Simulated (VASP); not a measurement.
A run of VASP 6.6.1 is set up as follows.

INCAR

```
SYSTEM = CdSe
PREC = Accurate ; ENCUT = 500
EDIFF = 1E-6 ; ISMEAR = 0
SIGMA = 0.01 ; LREAL = .False.
LASPH = .True. ; NELM = 120
ALGO = Normal ; ISIF = 2
LWAVE = .False. ; LCHARG = .True.
GGA = PS ; LELF = .True.
LVHAR = .True. ; NBANDS = 16
GGA_COMPAT = .False.
```

File KPOINTS:

```
regular mesh
0
Gamma
  4 4 4
  0 0 0
```

File POSCAR:

```
CdSe
1.0
    0.0307356223      3.0413980473      3.0106624250
    3.0413980473      0.0307356223      3.0106624250
    3.0721336695      3.0721336695     -0.0000000001
Cd Se
1 1
Direct
    0.0022091484      0.0022091484     -0.0022091484
    0.2477908516      0.2477908516      0.2522091484
```

Potentials or basis: VASP PAW PBE potentials, release 64 (Cd, Se).

Run with:

```sh
$ cat potpaw_PBE.64/Cd/POTCAR potpaw_PBE.64/Se/POTCAR > POTCAR
$ mpirun -np 1 vasp_std > vasp.out
```

(1) What does it give for the band gap on the k mesh?

(2) Estimate the pressure.

Results:

(1) 0.45 eV.

(2) 1.1 GPa.

Caveat: the k points lie up to 0.45 Å⁻¹ apart; semilocal functionals underestimate gaps, and a narrow one can read as zero; the PAW data sets were made with another functional, which shifts forces and pressure a little.
